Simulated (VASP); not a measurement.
Crystal: SrRhN2.

```
Sr Rh N
1.0
     4.05900    0.00000    0.00000
     0.00000    4.05900    0.00000
     0.00000    0.00000    3.76065
Sr Rh N
1 1 2
Direct
  0.50000 0.50000 0.50000
  0.00000 0.00000 0.00000
  0.50000 0.00000 0.00000
  0.00000 0.50000 0.00000
```

* Program: VASP 6.6.1
* Task: relaxation of cell and atoms
* Functional: PBE
* Potentials or basis: VASP PAW PBE potentials, release 64 (Sr_sv, Rh_pv, N)
* Cutoff: 600 eV
* k mesh: 4 × 4 × 4
* Occupations: gaussian, width 0.1 eV
* Spin: collinear spin, ferromagnetic start
* Starting moments: [0.0, 1.0, 0.0, 0.0] μB

At the start: pressure -9.7 GPa; volume 15.49 Å³/atom.

**Question.** How do energy, volume and symmetry change on relaxing?

**Answer.** Over 6 steps the energy falls by 59.1 meV/atom and the volume is 14.70 Å³/atom (-5.1 %); space group P4/mmm (No. 123, to 0.1 Å) before and after; moment 0.00 μB per cell.

The path:
```csv
step,energy change (eV),largest force (eV/Å),pressure (GPa),volume (Å³)
1,0.0000,0.0000,-9.72,61.96
2,-0.0173,0.0000,15.54,53.83
3,-0.2190,0.0000,0.84,57.53
4,-0.2191,0.0000,1.13,57.44
5,-0.2315,0.0000,0.69,58.01
6,-0.2364,0.0000,0.15,58.80
```

Final structure:
```
Sr Rh N
1.0
     3.89481    0.00000    0.00000
     0.00000    3.89481    0.00000
     0.00000    0.00000    3.87630
Sr Rh N
1 1 2
Direct
  0.50000 0.50000 0.50000
  0.00000 0.00000 0.00000
  0.50000 0.00000 0.00000
  0.00000 0.50000 0.00000
```

Caveat: the k points lie up to 0.41 Å⁻¹ apart in the final cell.
